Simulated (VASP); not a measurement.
Crystal: Al.

```xyz
1
Lattice="0.0000 2.0248 2.0248 2.0248 0.0000 2.0248 2.0248 2.0248 0.0000" Properties=species:S:1:pos:R:3 pbc="T T T"
Al    0.0000    0.0000    0.0000
```

| Property | Result |
| --- | --- |
| Program | VASP 6.6.1 |
| Task | relaxation of cell and atoms |
| Functional | PBEsol |
| Dispersion | D4 |
| Potentials or basis | VASP PAW PBE potentials, release 64 (Al) |
| Cutoff | 500 eV |
| k mesh | 9 × 9 × 9 |
| Occupations | fermi-dirac, width 0.1 eV |
| Spin | no spin polarisation |

At the start: pressure -3.5 GPa; volume 16.60 Å³/atom.

Problem. How do energy, volume and symmetry change on relaxing?

Solution. Over 3 steps the energy falls by 8.4 meV/atom and the volume is 15.87 Å³/atom (-4.4 %); space group Fm-3m (No. 225, to 0.05 Å).

The path:
```
step  energy change (eV)  largest force (eV/Å)  pressure (GPa)  volume (Å³)
   1              0.0000                0.0000           -3.53        16.60
   2             -0.0081                0.0000            0.72        15.74
   3             -0.0084                0.0000            0.01        15.87
```

Final structure:
```xyz
1
Lattice="0.0000 1.9945 1.9945 1.9945 0.0000 1.9945 1.9945 1.9945 0.0000" Properties=species:S:1:pos:R:3 pbc="T T T"
Al    0.0000    0.0000    0.0000
```

Caveat: the PAW data sets were made with another functional, which shifts forces and pressure a little; pairwise dispersion overbinds metals, which lowers pressure and volume.
